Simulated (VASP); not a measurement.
GaSn3, 4 atoms in the cell. It takes space group I4/mmm (No. 139, tetragonal). Conventional cell: a = 4.545 Å, b = 4.545 Å, c = 9.821 Å, α = 90.00°, β = 90.00°, γ = 90.00°. Ga (site symmetry 4/mmm) has 12 Sn at 3.21 to 3.35 Å within 4.2 Å. Within 4.2 Å of Sn (site symmetry -4m2) lie 8 Sn at 3.21 to 3.35 Å and 4 Ga at 3.35 Å. Sn (site symmetry 4/mmm) has 4 Ga at 3.21 Å and 8 Sn at 3.35 Å within 4.2 Å. 

| Item | Value |
| --- | --- |
| Program | VASP 6.6.1 |
| Task | single point |
| Functional | PBEsol |
| Potentials or basis | VASP PAW PBE potentials, release 64 (Ga_d, Sn_d) |
| Cutoff | 520 eV |
| k mesh | 8 × 8 × 8 |
| Occupations | gaussian, width 0.3 eV |
| Spin | no spin polarisation |
| Dipole correction | no |
| Further INCAR settings | ALGO = Normal; EDIFF = 1e-06; NBANDS = 36 |

Potentials or basis: VASP PAW PBE potentials, release 64 (Ga_d, Sn_d).

Run with:

```sh
$ cat potpaw_PBE.64/Ga_d/POTCAR potpaw_PBE.64/Sn_d/POTCAR > POTCAR
$ mpirun -np 1 vasp_std > vasp.out
```

Hardware: 1 thread of Intel(R) Xeon(R) 6975P-C (Granite Rapids), with other jobs on the host.

Question: Estimate the wall time of this run.

Answer: Wall time 110 s on 1 thread of Intel(R) Xeon(R) 6975P-C (Granite Rapids), with other jobs on the host, peak memory 0.42 GiB. Counts: scf iterations 12, k points 59.
